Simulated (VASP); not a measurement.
Runs of VASP 6.6.1 on CdS. The structure is that of space group P6_3mc (No. 186), or close to it. The cells are those of the table. 

```tsv
task	cell	gap on the mesh (eV)	pressure (GPa)	largest force (eV/Å)
single point	a = 4.217, b = 4.217, c = 6.749 Å, angles 90.0, 90.0, 120.0°, 4 atoms	0.87	(a)	0.13
electric field gradients	a = 4.176, b = 4.176, c = 6.749 Å, angles 90.0, 90.0, 120.0°, 4 atoms	0.93	-3.4	0.18
single point	a = 4.176, b = 4.176, c = 6.749 Å, angles 90.0, 90.0, 120.0°, 4 atoms	0.93	-3.4	0.18
single point	a = 4.093, b = 4.093, c = 6.749 Å, angles 90.0, 90.0, 120.0°, 4 atoms	1.01	-1.0	0.33
electric field gradients	a = 4.052, b = 4.052, c = 6.749 Å, angles 90.0, 90.0, 120.0°, 4 atoms	1.04	0.5	0.42
single point	a = 4.052, b = 4.052, c = 6.749 Å, angles 90.0, 90.0, 120.0°, 4 atoms	1.04	0.5	0.42
```

Alike in all rows: level LDA; potentials or basis VASP PAW LDA potentials, release 64 (Cd, S); no spin polarisation; k mesh 8 × 8 × 4; cutoff (eV) 520; smearing fermi-dirac 0.02 eV.

Fill in the values left out.

(a) -4.4.

Caveats: the cell stands under tension (at least some runs).

A k mesh can miss the band edges, and the runs leave out spin-orbit coupling on Cd.
